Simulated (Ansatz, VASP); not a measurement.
**Ta: VASP beside Ansatz**

```
CELL_PARAMETERS angstrom
-1.65279 1.65279 1.65279
1.65279 -1.65279 1.65279
1.65279 1.65279 -1.65279
ATOMIC_POSITIONS crystal
Ta 0.00000 0.00000 0.00000
```

Alike in both runs: task single point; functional r2SCAN; k mesh 18 × 18 × 18; occupations gaussian, width 0.05 eV; no spin polarisation.

|  | VASP | Ansatz |
| --- | --- | --- |
| version | VASP 6.6.1 | Ansatz 0.2.0 |
| potentials or method | VASP PAW PBE potentials, release 64 (Ta_pv), cutoff 550 eV | scalar-relativistic, plane waves, PAW |
| valence electrons in the cell | 11 | 13 |

```csv
,VASP,Ansatz,Ansatz less VASP
gap on the k mesh at the Fermi level (eV),none,none,-
pressure (GPa),0.4,-0.2,-0.61
```

VASP's potentials were made for PBE, not for r2SCAN. A gap of «none» marks a metal or a gap that the smearing closes. VASP's potentials hold 11 valence electrons a cell and Ansatz's 13, so a difference there can come from the potentials and not from the codes.

Neither program's run includes spin-orbit coupling.
